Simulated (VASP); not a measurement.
Input of a VASP 6.6.1 run:

File INCAR:

```
PREC = Accurate ; ENCUT = 520
EDIFF = 1E-6 ; ISMEAR = 0
SIGMA = 0.02 ; LREAL = F
LASPH = T ; NELM = 60
ALGO = Normal ; ISIF = 2
LWAVE = F ; LCHARG = F
GGA = PS ; NBANDS = 35
```

Contents of KPOINTS:

```
Automatic mesh
0
Gamma
  12 12 4
```

The input POSCAR:

```
MoS2
1.0
    3.1414238583      0.0000000000      0.0000000000
   -1.5707119291      2.7205528653      0.0000000000
    0.0000000000      0.0000000000     12.5794007740
Mo S
2 4
Direct
    0.3333333333      0.6666666667      0.2500000000
    0.6666666667      0.3333333333      0.7500000000
    0.3333333333      0.6666666667      0.6260649904
    0.6666666667      0.3333333333      0.1260649904
    0.3333333333      0.6666666667      0.8739350096
    0.6666666667      0.3333333333      0.3739350096
```

Potentials or basis: VASP PAW PBE potentials, release 64 (Mo_sv, S).

The run is started by

```bash
$ cat potpaw_PBE.64/Mo_sv/POTCAR potpaw_PBE.64/S/POTCAR > POTCAR
$ mpirun -np 1 vasp_std > vasp.out
```

(1) Predict the pressure.

(2) What does it give for the band gap on the k mesh?

## Answers

(1) 0.0 GPa.

(2) 1.00 eV (least direct gap 1.75 eV).

Caveat: the PAW data sets were made with another functional, which shifts forces and pressure a little; this functional lacks dispersion, which binds layers or chains, so the pressure and a relaxed spacing across them are unreliable.
